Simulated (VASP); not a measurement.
Write the native input for VASP 6.6.1 that does the following.

- Task: single point
- Functional: PBEsol
- Potentials or basis: VASP PAW PBE potentials, release 64 (Mo_sv, S)
- Cutoff: 520 eV
- k mesh: 10 × 10 × 10
- Occupations: gaussian, width 0.05 eV
- Spin: collinear spin, ferromagnetic start
- Starting moments: [0.05, 0.0] μB
- Dipole correction: no
- Further INCAR settings: ALGO = Normal; EDIFF = 1e-06; NBANDS = 21

The structure of MoS lies in POSCAR:

```
MoS
1.0
    2.9692497936      0.0000000000      0.0000000000
    0.0000000000      2.9692497936      0.0000000000
    0.0000000000      0.0000000000      2.9692497936
Mo S
1 1
Direct
    0.0000000000      0.0000000000      0.0000000000
    0.5000000000      0.5000000000      0.5000000000
```

One way to write it, as run:

INCAR

```
  PREC = Accurate
  ENCUT = 520
  EDIFF = 1E-6
  ISMEAR = 0
  SIGMA = 0.05
  LREAL = F
  LASPH = T
  NELM = 150
  ALGO = Normal
  ISIF = 2
  LWAVE = F
  LCHARG = F
  ISPIN = 2
  MAGMOM = 0.05 0
  LORBIT = 11
  LMAXMIX = 4
  GGA = PS
  NBANDS = 21
```

KPOINTS

```
regular mesh
0
Gamma
  10 10 10
```

Potentials or basis: VASP PAW PBE potentials, release 64 (Mo_sv, S).

Command:

```sh
$ cat potpaw_PBE.64/Mo_sv/POTCAR potpaw_PBE.64/S/POTCAR > POTCAR
$ mpirun -np 1 vasp_std > vasp.out
```

It gave:

```
Pressure                                              : 0.5 GPa
Band gap on the k mesh                                : zero (filled and empty bands overlap)
Net moment                                            : 0.00 μB per cell
Valence electrons inside the program's atomic spheres : Mo 12.54; S 3.62
```

Caveat: the PAW data sets were made with another functional, which shifts forces and pressure a little.

Run time: 23 s on 1 thread of Intel(R) Xeon(R) Platinum 8559C (Emerald Rapids) (shared host), peak memory 0.17 GiB.
